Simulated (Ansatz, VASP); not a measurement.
**One calculation of HfN, two programs**

```
Hf N
1.0
     2.90352    0.00000    0.00000
    -1.45176    2.51453    0.00000
     0.00000    0.00000    5.36437
Hf N
2 2
Cartesian
  0.0000 0.0000 0.0000
  0.0000 0.0000 2.6822
  0.0000 1.6764 1.3411
  1.4518 0.8382 4.0233
```

Change from the starting cell: volume scaled by 0.8, LAPW.

Alike in both runs: task single point; functional PBE; k mesh 10 × 10 × 6; occupations fermi-dirac, width 0.05 eV; no spin polarisation.

```csv
,VASP,Ansatz
version,VASP 6.6.1,Ansatz 0.2.0
potentials or method,"VASP PAW PBE potentials, release 64 (Hf_pv, N), cutoff 520 eV","all-electron LAPW, scalar-relativistic"
```

|  | VASP | Ansatz | Ansatz less VASP |
| --- | --- | --- | --- |
| pressure (GPa) | 82.2 | 84.9 | +2.67 |
| traceless stress, the component that is largest in VASP (GPa) | -1.49 | 0.08 | +1.569 |

Both programs put the cell under a high pressure, so it lies far from rest at this level. Ansatz ran all-electron here, and VASP with PAW potentials.

Neither program's run includes spin-orbit coupling. Noted on VASP's run: the cell as given lies far from equilibrium.
